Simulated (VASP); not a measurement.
# PbSe (Fm-3m) in VASP: notebook

PbSe is run at these levels: PBEsol; tasks: relaxation of cell and atoms.

Program: VASP 6.6.1. These are calculated values, not measurements. Logs are shortened: lines on timing, memory, paths and dates and some standing lists are left out, and cuts for length are marked.

## Step 1: The cell of the first run

Symmetry: Fm-3m, No. 225, cubic system. Conventional cell: a = 6.103 Å, b = 6.103 Å, c = 6.103 Å, α = 90.00°, β = 90.00°, γ = 90.00°. Pb (site symmetry m-3m) has 6 Se at 3.05 Å within 4.0 Å. Within 4.0 Å of Se (site symmetry m-3m) lie 6 Pb at 3.05 Å.

## Step 2: Relaxation of cell and atoms, PBEsol, target pressure 7 GPa, at which the enthalpy is minimised

INCAR reads:

```
SYSTEM = PbSe
PREC = Accurate ; ENCUT = 600
EDIFF = 1E-7 ; ISMEAR = 0
SIGMA = 0.01 ; LREAL = .FALSE.
LASPH = .TRUE. ; NELM = 100
ALGO = Normal ; ISIF = 3
LWAVE = .FALSE. ; LCHARG = .FALSE.
GGA = PS ; IBRION = 2
NSW = 100 ; EDIFFG = -0.002
PSTRESS = 70.0
```

KPOINTS reads:

```
Automatic mesh
0
G
  14 14 14
  0 0 0
```

POSCAR reads:

```
PbSe
1.0
    0.0000000000      3.0514615378      3.0514615378
    3.0514615378      0.0000000000      3.0514615378
    3.0514615378      3.0514615378      0.0000000000
Pb Se
1 1
Direct
    0.0000000000      0.0000000000      0.0000000000
    0.5000000000      0.5000000000      0.5000000000
```

Potentials or basis: VASP PAW PBE potentials, release 64 (Pb_d, Se).

Launch:

```
> cat potpaw_PBE.64/Pb_d/POTCAR potpaw_PBE.64/Se/POTCAR > POTCAR
> mpirun -np 1 vasp_std > vasp.out
```

OUTCAR:

```text
SYSTEM = PbSe
   PREC = Accurate
   ENCUT = 600
   EDIFF = 1E-7
   ISMEAR = 0
   LREAL = .FALSE.
   LASPH = .TRUE.
   NELM = 100
   ISIF = 3
   GGA = PS
   IBRION = 2
   NSW = 100
   EDIFFG = -0.002
   PSTRESS = 70.0

 ion  position               nearest neighbor table
   1  0.000  0.000  0.000-   2 3.05   2 3.05   2 3.05   2 3.05   2 3.05   2 3.05
   2  0.500  0.500  0.500-   1 3.05   1 3.05   1 3.05   1 3.05   1 3.05   1 3.05

  LATTYP: Found a face centered cubic cell.
 ALAT       =     6.1029230756

  Lattice vectors:

 A1 = (   0.0000000000,   3.0514615378,   3.0514615378)
 A2 = (   3.0514615378,   0.0000000000,   3.0514615378)
 A3 = (   3.0514615378,   3.0514615378,   0.0000000000)

Analysis of symmetry for initial positions (statically):
=====================================================================
 Subroutine PRICEL returns:
 Original cell was already a primitive cell.

 Routine SETGRP: Setting up the symmetry group for a
 face centered cubic supercell.

 Subroutine GETGRP returns: Found 48 space group operations
 (whereof 48 operations were pure point group operations)
 out of a pool of 48 trial point group operations.

The static configuration has the point symmetry O_h .

Analysis of symmetry for dynamics (positions and initial velocities):
=====================================================================
 Subroutine PRICEL returns:
 Original cell was already a primitive cell.

 Routine SETGRP: Setting up the symmetry group for a
 face centered cubic supercell.

 Subroutine GETGRP returns: Found 48 space group operations
 (whereof 48 operations were pure point group operations)
 out of a pool of 48 trial point group operations.

The dynamic configuration has the point symmetry O_h .

 Subroutine INISYM returns: Found 48 space group operations
 (whereof 48 operations are pure point group operations),
 and found     1 'primitive' translations

----------------------------------------------------------------------------------------

                                     Primitive cell

  volume of cell :      56.8269

  direct lattice vectors                    reciprocal lattice vectors
     0.000000000  3.051461538  3.051461538    -0.163855908  0.163855908  0.163855908
     3.051461538  0.000000000  3.051461538     0.163855908 -0.163855908  0.163855908
     3.051461538  3.051461538  0.000000000     0.163855908  0.163855908 -0.163855908

  length of vectors
     4.315418292  4.315418292  4.315418292     0.283806757  0.283806757  0.283806757

  position of ions in fractional coordinates (direct lattice)
     0.000000000  0.000000000  0.000000000
     0.500000000  0.500000000  0.500000000

  ion indices of the primitive-cell ions
   primitive index   ion index
                 1           1
                 2           2

----------------------------------------------------------------------------------------

 KPOINTS: Automatic mesh

Automatic generation of k-mesh.
 Grid dimensions read from file:
 generate k-points for:   14   14   14

 Generating k-lattice:

  Cartesian coordinates                     Fractional coordinates (reciprocal lattice)
    -0.011703993  0.011703993  0.011703993     0.071428571  0.000000000  0.000000000
     0.011703993 -0.011703993  0.011703993     0.000000000  0.071428571  0.000000000
     0.011703993  0.011703993 -0.011703993     0.000000000  0.000000000  0.071428571

  Length of vectors
     0.020271911  0.020271911  0.020271911

  Shift w.r.t. Gamma in fractional coordinates (k-lattice)
     0.000000000  0.000000000  0.000000000

 Subroutine IBZKPT returns following result:
 ===========================================

 Found    104 irreducible k-points:

 Following reciprocal coordinates:
            Coordinates               Weight
  0.000000  0.000000  0.000000      1.000000
  0.071429  0.000000  0.000000      8.000000
  0.142857  0.000000  0.000000      8.000000
  0.214286  0.000000  0.000000      8.000000
  0.285714  0.000000  0.000000      8.000000
  0.357143  0.000000  0.000000      8.000000
[... 47 lines left out ...]
      1     -11.7385      2.00000
      2     -11.7385      2.00000
      3     -11.7385      2.00000
      4     -11.7373      2.00000
      5     -11.7373      2.00000
      6      -8.6600      2.00000
      7      -1.2941      2.00000
      8       3.1122      2.00000
      9       3.1122      2.00000
     10       3.1122      2.00000
     11       9.7197      0.00000
     12       9.7197      0.00000
     13       9.7197      0.00000
     14      11.4518      0.00000
[... 375 lines left out ...]
 k-point    24 :       0.2857    0.1429    0.0000
  band No.  band energies     occupation
      1     -11.7699      2.00000
      2     -11.7419      2.00000
      3     -11.7391      2.00000
      4     -11.7211      2.00000
      5     -11.7149      2.00000
      6      -8.1070      2.00000
      7      -2.5463      2.00000
      8       2.6784      2.00000
      9       2.7434      2.00000
     10       4.0541      2.00000
     11       6.6947      0.00000
     12       8.7087      0.00000
     13       8.9594      0.00000
     14      10.4639      0.00000

 [... further k-points ...]

------------------------ aborting loop because EDIFF is reached ----------------------------------------

  FORCE on cell =-STRESS in cart. coord.  units (eV):
  Direction    XX          YY          ZZ          XY          YZ          ZX
  --------------------------------------------------------------------------------------
  -------------------------------------------------------------------------------------
  Total        0.0148598      0.0148598      0.0148598     -0.0000000     -0.0000000     -0.0000000
  in kB        0.4189582      0.4189582      0.4189582     -0.0000000     -0.0000000     -0.0000000
  external PRESSURE =     -69.5810418 kB  Pullay stress =      70.0000000 kB
[... 175 lines left out ...]
  enthalpy is  TOTEN    =        -6.5654143992 eV   P V=        2.2411843602

--------------------------------------- Ionic step        6  -------------------------------------------

 number of electron      20.0000002 magnetization

 Free energy of the ion-electron system (eV)
  ---------------------------------------------------
  ext. energy  EPLUGINS =         0.00000000
  ---------------------------------------------------
  free energy    TOTEN  =        -8.80481238 eV

  energy without entropy =       -8.80481238  energy(sigma->0) =       -8.80481238

 E-fermi :   6.3934     XC(G=0): -10.2436

 val. band max:        6.2809832306   @ k =   0.5000   0.0000   0.0000
 cond. band min:       6.5161374943   @ k =   0.5000   0.0000   0.0000
 fundamental gap:      0.2351542637
 Fermi energy:         6.3933729047

 k-point     1 :       0.0000    0.0000    0.0000
  band No.  band energies     occupation
      1     -10.6041      2.00000
      2     -10.6041      2.00000
      3     -10.5989      2.00000
      4     -10.5989      2.00000
      5     -10.5989      2.00000
      6      -8.2555      2.00000
      7       0.2483      2.00000
      8       3.9727      2.00000
      9       3.9727      2.00000
     10       3.9727      2.00000
     11      11.3002      0.00000
     12      11.3002      0.00000
     13      11.3002      0.00000
     14      12.5714      0.00000
[... 375 lines left out ...]
 k-point    24 :       0.2857    0.1429    0.0000
  band No.  band energies     occupation
      1     -10.6604      2.00000
      2     -10.6064      2.00000
      3     -10.6048      2.00000
      4     -10.5735      2.00000
      5     -10.5648      2.00000
      6      -7.5770      2.00000
      7      -1.4571      2.00000
      8       3.4818      2.00000
      9       3.5858      2.00000
     10       5.2132      2.00000
     11       7.9552      0.00000
     12      10.0303      0.00000
     13      10.3576      0.00000
     14      11.6255      0.00000

 [... further k-points ...]

------------------------ aborting loop because EDIFF is reached ----------------------------------------

  FORCE on cell =-STRESS in cart. coord.  units (eV):
  Direction    XX          YY          ZZ          XY          YZ          ZX
  --------------------------------------------------------------------------------------
  -------------------------------------------------------------------------------------
  Total        2.2393555      2.2393555      2.2393555      0.0000000      0.0000000     -0.0000000
  in kB       69.9989329     69.9989329     69.9989329      0.0000000      0.0000000     -0.0000000
  external PRESSURE =      -0.0010671 kB  Pullay stress =      70.0000000 kB
[... 17 lines left out ...]
  FREE ENERGIE OF THE ION-ELECTRON SYSTEM (eV)
  ---------------------------------------------------
  free  energy   TOTEN  =        -8.8048123846 eV

  energy  without entropy=       -8.8048123846  energy(sigma->0) =       -8.80481238

  enthalpy is  TOTEN    =        -6.5654227421 eV   P V=        2.2393896426

 reached required accuracy - stopping structural energy minimisation
```

It took 8.9 min on 1 thread of Intel Xeon 8259CL, shared host; peak memory 0.3 GiB.

What came out:

```yaml
Free_energy: -8.8048 eV
Relaxed_volume: 25.63 Å³/atom
Relaxed_cell: a = 4.170 Å, b = 4.170 Å, c = 4.170 Å, α = 60.00°, β = 60.00°, γ = 60.00°
Space_group_after_relaxing_to_0.1_Å: Fm-3m (No. 225)
Energy_change_on_relaxing_the_run_minimises_the_enthalpy: +55.9 meV/atom
Ionic_steps: 6
Pressure_after_relaxing: 7.0 GPa
Band_gap_on_the_k_mesh: 0.24 eV
```

The path:
| step | energy change (eV) | largest force (eV/Å) | pressure (GPa) | volume (Å³) |
| --- | --- | --- | --- | --- |
| 1 | 0.0000 | 0.0000 | 0.04 | 56.83 |
| 2 | 0.3776 | 0.0000 | 14.89 | 47.27 |
| 3 | 0.1092 | 0.0000 | 6.92 | 51.31 |
| 4 | 0.1139 | 0.0000 | 7.08 | 51.21 |
| 5 | 0.1099 | 0.0000 | 6.93 | 51.30 |
| 6 | 0.1117 | 0.0000 | 7.00 | 51.26 |

Final structure:
```
CELL_PARAMETERS angstrom
0.00000 2.94829 2.94829
2.94829 0.00000 2.94829
2.94829 2.94829 0.00000
ATOMIC_POSITIONS crystal
Pb 0.00000 0.00000 0.00000
Se 0.50000 0.50000 0.50000
```

Caveat: the cell is relaxed towards a set pressure, so the run minimises the enthalpy, not the energy; the PAW data sets were made with another functional, which shifts forces and pressure a little; spin-orbit coupling is left out, which moves the levels of the heavy elements.

## Step 3: Relaxation of cell and atoms, PBEsol, target pressure 10 GPa, at which the enthalpy is minimised

INCAR reads:

```
SYSTEM = PbSe
PREC = Accurate
ENCUT = 600
EDIFF = 1E-6
ISMEAR = 0
SIGMA = 0.01
LREAL = .False.
LASPH = .True.
NELM = 100
ALGO = Normal
ISIF = 3
LWAVE = .False.
LCHARG = .False.
GGA = PS
IBRION = 2
NSW = 100
EDIFFG = -0.002
PSTRESS = 100.0
```

KPOINTS reads:

```
Automatic mesh
0
Gamma
  14 14 14
  0 0 0
```

POSCAR is that of step 2.

Potentials or basis: VASP PAW PBE potentials, release 64 (Pb_d, Se).

Launch:

```
> cat potpaw_PBE.64/Pb_d/POTCAR potpaw_PBE.64/Se/POTCAR > POTCAR
> mpirun -np 1 vasp_std > vasp.out
```

Run time: 8.5 min. Hardware: 1 thread of Intel Xeon 8259CL, shared host; peak memory 0.3 GiB.

The run converged. Its results:

```
Free energy                                                : -8.7148 eV
Relaxed volume                                             : 24.78 Å³/atom
Relaxed cell                                               : a = 4.123 Å, b = 4.123 Å, c = 4.123 Å, α = 60.00°, β = 60.00°, γ = 60.00°
Space group after relaxing (to 0.1 Å)                      : Fm-3m (No. 225)
Energy change on relaxing (the run minimises the enthalpy) : +100.9 meV/atom
Ionic steps                                                : 7
Pressure after relaxing                                    : 10.0 GPa
Band gap on the k mesh                                     : 0.38 eV (least direct gap 0.39 eV)
```

Step by step:
```tsv
step	energy change (eV)	largest force (eV/Å)	pressure (GPa)	volume (Å³)
1	0.0000	0.0000	0.03	56.83
2	0.8498	0.0000	25.87	43.49
3	0.1919	0.0000	9.71	49.71
4	0.2002	0.0000	9.95	49.57
5	0.2090	0.0000	10.22	49.44
6	0.1954	0.0000	9.82	49.65
7	0.2017	0.0000	10.00	49.55
```

Final structure:
```
CELL_PARAMETERS angstrom
0.00000 2.91524 2.91524
2.91524 0.00000 2.91524
2.91524 2.91524 0.00000
ATOMIC_POSITIONS crystal
Pb 0.00000 0.00000 0.00000
Se 0.50000 0.50000 0.50000
```

Levels at points of the mesh, in eV from the valence-band top:
```tsv
k point	band 6	band 7	band 8	band 9	band 10	band 11	band 12	band 13	band 14
(0.00, 0.00, 0.00)	-14.78	-5.86	-2.38	-2.38	-2.38	5.19	5.19	5.19	6.31
(0.50, 0.00, 0.00)	-13.31	-9.60	-1.83	-1.83	0.00	0.39	1.48	1.48	8.79
(0.50, 0.50, 0.00)	-12.63	-7.51	-6.14	-4.04	-4.04	3.12	6.36	6.36	6.84
```

Caveat: the cell is relaxed towards a set pressure, so the run minimises the enthalpy, not the energy; the PAW data sets were made with another functional, which shifts forces and pressure a little; spin-orbit coupling is left out, which moves the levels of the heavy elements.

## Step 4: Relaxation of cell and atoms, PBEsol, target pressure 15 GPa, at which the enthalpy is minimised

INCAR reads:

```
SYSTEM = PbSe
PREC = Accurate
ENCUT = 600
EDIFF = 1E-6
ISMEAR = 0
SIGMA = 0.01
LREAL = .FALSE.
LASPH = .TRUE.
NELM = 80
ALGO = Normal
ISIF = 3
LWAVE = .FALSE.
LCHARG = .FALSE.
GGA = PS
IBRION = 2
NSW = 100
EDIFFG = -0.002
PSTRESS = 150.0
```

KPOINTS reads:

```
Automatic mesh
0
G
  14 14 14
  0 0 0
```

POSCAR is that of step 3.

Launch:

```
> cat potpaw_PBE.64/Pb_d/POTCAR potpaw_PBE.64/Se/POTCAR > POTCAR
> mpirun -np 1 vasp_std > vasp.out
```

Run time: 9 min. Hardware: 1 thread of Intel Xeon 8259CL, shared host; peak memory 0.3 GiB.

Results (log left out):

```
Free energy                                                : -8.5347 eV
Relaxed volume                                             : 23.61 Å³/atom
Relaxed cell                                               : a = 4.057 Å, b = 4.057 Å, c = 4.057 Å, α = 60.00°, β = 60.00°, γ = 60.00°
Space group after relaxing (to 0.1 Å)                      : Fm-3m (No. 225)
Energy change on relaxing (the run minimises the enthalpy) : +190.9 meV/atom
Ionic steps                                                : 7
Pressure after relaxing                                    : 15.0 GPa
Band gap on the k mesh                                     : 0.40 eV
```

The path:
| step | energy change (eV) | largest force (eV/Å) | pressure (GPa) | volume (Å³) |
| --- | --- | --- | --- | --- |
| 1 | 0.0000 | 0.0000 | 0.03 | 56.83 |
| 2 | 2.2459 | 0.0000 | 53.86 | 37.67 |
| 3 | 0.3394 | 0.0000 | 13.89 | 47.70 |
| 4 | 0.3732 | 0.0000 | 14.77 | 47.32 |
| 5 | 0.3899 | 0.0000 | 15.20 | 47.14 |
| 6 | 0.3732 | 0.0000 | 14.78 | 47.32 |
| 7 | 0.3819 | 0.0000 | 15.00 | 47.22 |

Final structure:
```
CELL_PARAMETERS angstrom
0.00000 2.86888 2.86888
2.86888 0.00000 2.86888
2.86888 2.86888 0.00000
ATOMIC_POSITIONS crystal
Pb 0.00000 0.00000 0.00000
Se 0.50000 0.50000 0.50000
```

Levels at points of the mesh, in eV from the valence-band top:
| k point | band 7 | band 8 | band 9 | band 10 | band 11 | band 12 | band 13 | band 14 |
| --- | --- | --- | --- | --- | --- | --- | --- | --- |
| (0.00, 0.00, 0.00) | -5.61 | -2.49 | -2.49 | -2.49 | 5.44 | 5.44 | 5.44 | 6.33 |
| (0.50, 0.00, 0.00) | -9.83 | -1.88 | -1.88 | 0.00 | 0.63 | 1.48 | 1.48 | 8.99 |
| (0.50, 0.50, 0.00) | -7.48 | -6.47 | -4.25 | -4.25 | 3.03 | 6.71 | 6.71 | 7.20 |

Caveat: the cell is relaxed towards a set pressure, so the run minimises the enthalpy, not the energy; the volume moved by over 15 % at a fixed basis, so the end points are rough; the PAW data sets were made with another functional, which shifts forces and pressure a little; spin-orbit coupling is left out, which moves the levels of the heavy elements. A k mesh can miss the band edges.

## Step 5: Relaxation of cell and atoms, PBEsol

This run uses another cell than the first one, of 28.67 Å³/atom.

INCAR reads:

```
SYSTEM = PbSe
ALGO = Normal
EDIFF = 1E-7
EDIFFG = -0.002
ENCUT = 600
GGA = PS
IBRION = 2
ISIF = 3
ISMEAR = -1
LASPH = .True.
LCHARG = .False.
LREAL = .False.
LWAVE = .False.
NELM = 100
NSW = 100
PREC = Accurate
SIGMA = 0.08
```

KPOINTS reads:

```
k-points
0
Gamma
  14 14 14
  0 0 0
```

POSCAR reads:

```
PbSe
1.0
    0.0000000000      3.0606500000      3.0606500000
    3.0606500000      0.0000000000      3.0606500000
    3.0606500000      3.0606500000      0.0000000000
Pb Se
1 1
Direct
    0.0000000000      0.0000000000      0.0000000000
    0.5000000000      0.5000000000      0.5000000000
```

Launch:

```
> cat potpaw_PBE.64/Pb_d/POTCAR potpaw_PBE.64/Se/POTCAR > POTCAR
> mpirun -np 1 vasp_std > vasp.out
```

Run time: 4 min. Hardware: 1 thread of Intel Xeon 8259CL, shared host; peak memory 0.29 GiB.

It converged, with:

```
Free energy                           : -8.9167 eV
Relaxed volume                        : 28.43 Å³/atom
Relaxed cell                          : a = 4.316 Å, b = 4.316 Å, c = 4.316 Å, α = 60.00°, β = 60.00°, γ = 60.00°
Space group after relaxing (to 0.1 Å) : Fm-3m (No. 225)
Energy gained by relaxing             : 0.3 meV/atom
Ionic steps                           : 3
Pressure after relaxing               : 0.0 GPa
Band gap on the k mesh                : 0.17 eV
```

Step by step:
```csv
step,energy change (eV),largest force (eV/Å),pressure (GPa),volume (Å³)
1,0.0000,0.0000,-0.44,57.34
2,-0.0006,0.0000,0.17,56.69
3,-0.0007,0.0000,0.00,56.86
```

Final structure:
```
CELL_PARAMETERS angstrom
0.00000 3.05211 3.05211
3.05211 0.00000 3.05211
3.05211 3.05211 0.00000
ATOMIC_POSITIONS crystal
Pb 0.00000 0.00000 0.00000
Se 0.50000 0.50000 0.50000
```

Levels at points of the mesh, in eV from the valence-band top:
| k point | band 8 | band 9 | band 10 | band 11 | band 12 | band 13 |
| --- | --- | --- | --- | --- | --- | --- |
| (0.00, 0.00, 0.00) | -1.92 | -1.92 | -1.92 | 4.69 | 4.69 | 4.69 |
| (0.50, 0.00, 0.00) | -1.50 | -1.50 | 0.00 | 0.17 | 1.63 | 1.63 |
| (0.50, 0.50, 0.00) | -5.10 | -3.31 | -3.31 | 3.54 | 5.61 | 5.61 |

Caveat: the PAW data sets were made with another functional, which shifts forces and pressure a little; spin-orbit coupling is left out, which moves the levels of the heavy elements.

## Step 6: Overview

| cell | smearing | gap on the mesh (eV) | pressure (GPa) |
| --- | --- | --- | --- |
| relaxed to 7 GPa from a = 4.315 Å, angles 60.0°, 2 atoms | gaussian 0.01 eV | 0.24 | 7.0 |
| relaxed to 10 GPa from a = 4.315 Å, angles 60.0°, 2 atoms | gaussian 0.01 eV | 0.38 | 10.0 |
| relaxed to 15 GPa from a = 4.315 Å, angles 60.0°, 2 atoms | gaussian 0.01 eV | 0.40 | 15.0 |
| relaxed from a = 4.328 Å, angles 60.0°, 2 atoms | fermi-dirac 0.08 eV | 0.17 | 0.0 |

Alike in all rows: task relaxation of cell and atoms; level PBEsol; potentials or basis VASP PAW PBE potentials, release 64 (Pb_d, Se); no spin polarisation; k mesh 14 × 14 × 14; cutoff (eV) 600.

Caveats: the PAW data sets were made with another functional, which shifts forces and pressure a little; spin-orbit coupling is left out, which moves the levels of the heavy elements; the cell is relaxed towards a set pressure, so the run minimises the enthalpy, not the energy (at least some runs); the volume moved by over 15 % at a fixed basis, so the end points are rough (at least some runs).

Absolute energies hang on the potentials; compare differences alone.
